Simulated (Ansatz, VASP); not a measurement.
## One calculation of MgO, two programs

The input POSCAR:

```
MgO
1.0
    0.0000000000      1.9796116298      2.1021680257
    1.9796116298      0.0000000000      2.1021680257
    1.9796116298      1.9796116298      0.0000000000
Mg O
1 1
Direct
    0.0000000000      0.0000000000      0.0000000000
    0.5000000000      0.5000000000      0.5000000000
```

Contents of INCAR.step1:

```
SYSTEM = MgO
  PREC = Accurate
  ENCUT = 520
  ISMEAR = 0
  SIGMA = 0.01
  LREAL = .False.
  LASPH = .True.
  NELM = 60
  NBANDS = 11
  GGA = PE
  ALGO = Normal
  EDIFF = 1E-4
  LWAVE = .True.
  LCHARG = .False.
```

File INCAR.step2:

```
SYSTEM = MgO
  PREC = Accurate
  ENCUT = 520
  EDIFF = 1E-7
  ISMEAR = 0
  SIGMA = 0.01
  LREAL = .False.
  LASPH = .True.
  NELM = 60
  ALGO = Normal
  ISIF = 2
  LWAVE = .False.
  LCHARG = .False.
  METAGGA = R2SCAN
  LMIXTAU = .True.
  NBANDS = 11
  ISTART = 1
```

Contents of KPOINTS:

```
Automatic mesh
0
Gamma
  10 10 10
  0 0 0
```

Input for Ansatz:

```yaml
crystal:
  lattice:
    - [0.0, 1.9796116298, 2.1021680257]
    - [1.9796116298, 0.0, 2.1021680257]
    - [1.9796116298, 1.9796116298, 0.0]
  atoms:
    - { symbol: Mg, position: [0.0, 0.0, 0.0] }
    - { symbol: O, position: [0.5, 0.5, 0.5] }
kpoints:
  mp_grid: { grid: [10, 10, 10] }
  band_path:
    path:
      - [0.0, 0.0, 0.0]
      - [0.5, 0.0, 0.5]
      - [0.625, 0.25, 0.625]
      - [0.375, 0.375, 0.75]
      - [0.5, 0.5, 0.5]
      - [0.5, 0.25, 0.75]
    npoints: 1
hamiltonian:
  xc: r2scan
scf:
  occupations: { method: fixed }
  n_extra_bands: 4
output:
  forces: true
  stress: true
  eigenvalues: true
```

Change from the starting cell: biaxial_xy strain -5.8%.

Alike in both runs: task single point; functional r2SCAN; k mesh 10 × 10 × 10; no spin polarisation.

```csv
,VASP,Ansatz
version,VASP 6.6.1,Ansatz 0.2.0
potentials or method,"VASP PAW PBE potentials, release 64 (Mg, O)","plane waves, PAW"
plane-wave cutoff (eV),520,500
occupations,"gaussian, width 0.01 eV",fixed
valence electrons in the cell,8,16
```

|  | VASP | Ansatz | Ansatz less VASP |
| --- | --- | --- | --- |
| gap on the k mesh at the Fermi level (eV) | 6.88 | 6.90 | +0.025 |
| pressure (GPa) | 26.3 | 27.3 | +1.02 |
| traceless stress, the component that is largest in VASP (GPa) | -14.96 | -14.80 | +0.160 |

VASP's potentials were made for PBE, not for r2SCAN. VASP's potentials hold 8 valence electrons a cell and Ansatz's 16, so a difference there can come from the potentials and not from the codes.
